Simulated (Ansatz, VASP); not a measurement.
Cs2Br3: VASP beside Ansatz

INCAR

```
SYSTEM = Cs2Br3
PREC     = Accurate       ! precision mode
ENCUT    = 520            ! plane-wave cutoff, eV
EDIFF    = 1E-6           ! SCF threshold, eV
ISMEAR   = 0              ! smearing method
SIGMA    = 0.1            ! smearing width, eV
LREAL    = .FALSE.        ! projectors in reciprocal space
LASPH    = .TRUE.         ! aspherical terms in the spheres
NELM     = 60             ! most SCF steps
ALGO     = Normal         ! electronic algorithm
ISIF     = 2              ! what is computed and relaxed
LWAVE    = .FALSE.        ! write WAVECAR
LCHARG   = .TRUE.         ! write CHGCAR
GGA      = PE             ! functional
LELF     = .TRUE.         ! ELF
LVHAR    = .TRUE.       
NBANDS   = 28             ! bands
```

File KPOINTS:

```
Automatic mesh
0
G
  6 6 6
  0 0 0
```

POSCAR

```
Cs2Br3
1.0
    2.2480337157      1.2979028709     10.4207766000
   -2.2480337157      1.2979028709     10.4207766000
    0.0000000000     -2.5958057418     10.4207766000
Cs Br
2 3
Direct
    0.4000000000      0.4000000000      0.4000000000
    0.6000000000      0.6000000000      0.6000000000
    0.0000000000      0.0000000000      0.0000000000
    0.2095000000      0.2095000000      0.2095000000
    0.7905000000      0.7905000000      0.7905000000
```

Input for Ansatz:

```yaml
crystal:
  lattice:
    - [2.2480337157, 1.2979028709, 10.4207766]
    - [-2.2480337157, 1.2979028709, 10.4207766]
    - [0.0, -2.5958057418, 10.4207766]
  atoms:
    - { symbol: Cs, position: [0.4, 0.4, 0.4] }
    - { symbol: Cs, position: [0.6, 0.6, 0.6] }
    - { symbol: Br, position: [0.0, 0.0, 0.0] }
    - { symbol: Br, position: [0.2095, 0.2095, 0.2095] }
    - { symbol: Br, position: [0.7905, 0.7905, 0.7905] }
basis:
  ecutwfc: 420
kpoints:
  mp_grid: { grid: [6, 6, 6] }
hamiltonian:
  xc: pbe
scf:
  occupations: { method: gaussian, width: 0.1 }
  lower_state_search: "off"
output:
  forces: true
  stress: true
  eigenvalues: true
```

Alike in both runs: task single point; functional PBE; k mesh 6 × 6 × 6; occupations gaussian, width 0.1 eV; no spin polarisation.

```csv
,VASP,Ansatz
version,VASP 6.6.1,Ansatz 0.2.0
potentials or method,"VASP PAW PBE potentials, release 64 (Cs_sv, Br), cutoff 520 eV","scalar-relativistic, plane waves, PAW"
valence electrons in the cell,39,39
```

VASP gave:

```
gap on the k mesh at the Fermi level (eV)                     : none
pressure (GPa)                                                : 7.3
traceless stress, the component that is largest in VASP (GPa) : -1.09
rms of the force components (eV/Å)                            : 0.441
```

Q: Estimate Ansatz's values.

A: gap on the k mesh at the Fermi level (eV): none; pressure (GPa): 7.1; traceless stress, the component that is largest in VASP (GPa): -1.08; rms of the force components (eV/Å): 0.430.

Atom by atom the forces differ by 0.011 eV/Å (rms over components). A gap of «none» marks a metal or a gap that the smearing closes.

Neither program's run includes spin-orbit coupling.
